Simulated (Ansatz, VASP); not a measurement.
## Two plane-wave programs on Te

```
Te
1.0
     4.45400    0.00000    0.00000
    -2.22700    3.85728    0.00000
     0.00000    0.00000    5.92400
Te
3
Cartesian
  1.6279 2.8197 0.0000
  -0.5991 1.0376 3.9493
  1.1981 0.0000 1.9747
```

Alike in both runs: task single point; functional PBE-based screened hybrid; k mesh 4 × 4 × 3; occupations fermi-dirac, width 0.05 eV; no spin polarisation.

```csv
,VASP,Ansatz
version,VASP 6.6.1,Ansatz 0.2.0
potentials or method,"VASP PAW PBE potentials, release 64 (Te)",Ansatz PAW
plane-wave cutoff (eV),520,420
valence electrons in the cell,18,48
```

VASP gave:

- gap on the k mesh at the Fermi level (eV): 1.48
- least direct gap on the mesh (eV): 1.69
- pressure (GPa): -1.6
- traceless stress, the component that is largest in VASP (GPa): -1.17
- rms of the force components (eV/Å): 0.304

Which values does Ansatz return?

gap on the k mesh at the Fermi level (eV): 1.50; least direct gap on the mesh (eV): 1.71; pressure (GPa): -0.8; traceless stress, the component that is largest in VASP (GPa): -0.94; rms of the force components (eV/Å): 0.277.

VASP's potentials were made for PBE, not for PBE-based screened hybrid. Atom by atom the forces differ by 0.027 eV/Å (rms over components). The functional is the same, so the differences come from potentials, cutoffs and numerics. VASP's potentials hold 18 valence electrons a cell and Ansatz's 48, so a difference there can come from the potentials and not from the codes.

Spin-orbit coupling is off throughout. Noted on Ansatz's run: odd divisions of the mesh miss points on the zone boundary, where band edges often lie, so the gap on the mesh can be too wide.
